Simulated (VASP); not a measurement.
Input of a VASP 6.6.1 run:

INCAR

```
PREC = Accurate
ENCUT = 520
EDIFF = 1E-6
ISMEAR = -1
SIGMA = 0.05
LREAL = False
LASPH = True
NELM = 150
ALGO = Normal
ISIF = 2
LWAVE = False
LCHARG = False
ISPIN = 2
MAGMOM = 0.5 0.5
LORBIT = 11
LMAXMIX = 4
GGA = RE
NBANDS = 21
```

The input KPOINTS:

```
regular mesh
0
Gamma
  14 14 13
```

Contents of POSCAR:

```
Pd
1.0
   -2.8107406800      3.1998817670      1.2685674899
    3.1998817670     -2.8107406800      1.2685674899
    1.8086136276      1.8086136276     -0.5558548764
Pd
2
Direct
    0.0079678054      0.9920321946      1.0000000000
    0.7420321946      0.2579678054      0.5000000000
```

Potentials or basis: VASP PAW PBE potentials, release 64 (Pd).

Command:

```sh
$ cat potpaw_PBE.64/Pd/POTCAR > POTCAR
$ mpirun -np 1 vasp_std > vasp.out
```

Q: Predict the pressure.

A: 24.9 GPa.

Q: Predict the largest force.

A: 0.178 eV/Å.

Q: Predict the net moment.

A: 0.00 μB per cell.

Stress tensor (GPa, compression positive):
```
25.60  0.36 -0.40
 0.36 25.60 -0.40
-0.40 -0.40 23.46
```

Caveat: the cell stands under pressure; the PAW data sets were made with another functional, which shifts forces and pressure a little.
